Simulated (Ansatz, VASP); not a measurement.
# ScRu3: VASP beside Ansatz

Contents of INCAR:

```
  PREC = Accurate
  ENCUT = 600
  EDIFF = 1E-6
  ISMEAR = 0
  SIGMA = 0.1
  LREAL = F
  LASPH = T
  NELM = 80
  ALGO = Normal
  ISIF = 3
  LWAVE = F
  LCHARG = F
  GGA = PE
  IBRION = 2
  NSW = 90
  EDIFFG = -0.04
```

KPOINTS

```
Automatic mesh
0
Gamma
  4 4 4
```

File POSCAR:

```
ScRu3
1.0
    4.7576191800      0.0000000000      0.0000000000
    0.0000000000      4.7576191800      0.0000000000
    0.0000000000      0.0000000000      4.7576191800
Sc Ru
2 6
Direct
    0.0000000000      0.0000000000      0.0000000000
    0.5000000000      0.5000000000      0.5000000000
    0.2500000000      0.0000000000      0.5000000000
    0.5000000000      0.7500000000      0.0000000000
    0.7500000000      0.0000000000      0.5000000000
    0.5000000000      0.2500000000      0.0000000000
    0.0000000000      0.5000000000      0.7500000000
    0.0000000000      0.5000000000      0.2500000000
```

Input for Ansatz:

```yaml
crystal:
  lattice:
    - [4.75761918, 0.0, 0.0]
    - [0.0, 4.75761918, 0.0]
    - [0.0, 0.0, 4.75761918]
  atoms:
    - { symbol: Sc, position: [0.0, 0.0, 0.0] }
    - { symbol: Sc, position: [0.5, 0.5, 0.5] }
    - { symbol: Ru, position: [0.25, 0.0, 0.5] }
    - { symbol: Ru, position: [0.5, 0.75, 0.0] }
    - { symbol: Ru, position: [0.75, 0.0, 0.5] }
    - { symbol: Ru, position: [0.5, 0.25, 0.0] }
    - { symbol: Ru, position: [0.0, 0.5, 0.75] }
    - { symbol: Ru, position: [0.0, 0.5, 0.25] }
basis:
  ecutwfc: 420
kpoints:
  mp_grid: { grid: [4, 4, 4] }
hamiltonian:
  xc: pbe
scf:
  occupations: { method: gaussian, width: 0.1 }
  lower_state_search: "off"
output:
  forces: true
  stress: true
  eigenvalues: true
relax:
  adjacent_minimum: "off"
  f_tol: 0.04
  max_steps: 70
  cell: { stress_tol: 0.4 }
```

Change from the starting cell: species swapped into the Nb3Tl type (Pm-3n, No. 223).

Alike in both runs: task relaxation of cell and atoms; functional PBE; k mesh 4 × 4 × 4; occupations gaussian, width 0.1 eV; no spin polarisation.

```csv
,VASP,Ansatz
version,VASP 6.6.1,Ansatz 0.2.0
potentials or method,"VASP PAW PBE potentials, release 64 (Sc_sv, Ru_pv), cutoff 600 eV","scalar-relativistic, plane waves, PAW"
valence electrons in the cell,106,118
```

```csv
,VASP,Ansatz,Ansatz less VASP
"gap on the k mesh at the Fermi level, each at its own relaxed structure (eV)",none,none,-
relaxed volume (Å³/atom),15.49,15.48,-0.003
relaxed length of the cell vector where the two differ most in proportion (Å),4.985,4.985,-0.0004
```

A gap of «none» marks a metal or a gap that the smearing closes. VASP's potentials hold 106 valence electrons a cell and Ansatz's 118, so a difference there can come from the potentials and not from the codes.

Noted on VASP's run: the volume moved by over 15 % at a fixed basis, so the end points are rough.
